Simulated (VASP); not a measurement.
Here is a VASP 6.6.1 calculation.

Contents of INCAR:

```
ALGO     = Normal         # electronic algorithm
EDIFF    = 1E-6           # SCF threshold, eV
ENCUT    = 500            # plane-wave cutoff, eV
GGA      = PE             # functional
GGA_COMPAT= F            
ISIF     = 2              # what is computed and relaxed
ISMEAR   = 0              # smearing method
LASPH    = T              # aspherical terms in the spheres
LCHARG   = F              # write CHGCAR
LMAXMIX  = 6              # l up to which the mixer works
LREAL    = F              # projectors in reciprocal space
LWAVE    = F              # write WAVECAR
NBANDS   = 53             # bands
NELM     = 200            # most SCF steps
PREC     = Accurate       # precision mode
SIGMA    = 0.2            # smearing width, eV
```

The input KPOINTS:

```
k-points
0
Gamma
  4 4 4
```

The input POSCAR:

```
Tb4S
1.0
    3.2999513121     -3.2999513121     -3.2999513121
   -3.2999513121     -3.2999513121      3.2999513121
   -6.5999026242      0.0000000000     -6.5999026242
Tb S
8 2
Direct
    0.0000000000      0.5000000000      0.0000000000
    0.5000000000      0.0000000000      0.5000000000
    0.5000000000      1.0000000000      0.0000000000
    0.0000000000      0.5000000000      0.5000000000
    0.2500000000      0.2500000000      0.7500000000
    0.7500000000      0.7500000000      0.2500000000
    0.7500000000      0.7500000000      0.7500000000
    0.2500000000      0.2500000000      0.2500000000
    0.5000000000      0.5000000000      0.5000000000
    0.0000000000      0.0000000000      0.0000000000
```

Potentials or basis: VASP PAW PBE potentials, release 64 (Tb_3, S), 4f in core.

Launch:

```bash
$ cat potpaw_PBE.64/Tb_3/POTCAR potpaw_PBE.64/S/POTCAR > POTCAR
$ mpirun -np 1 vasp_std > vasp.out
```

(1) What does it give for the pressure?

(2) Estimate the band gap on the k mesh.

Answers

(1) 0.2 GPa.

(2) zero (bands 42 and 43 overlap by 0.63 eV).

Caveat: spin-orbit coupling is left out, which moves the levels of the heavy elements; the 4f electrons are frozen in the core, so they carry no moment and show no levels; the run has no spin polarisation, though such a crystal can be magnetic.
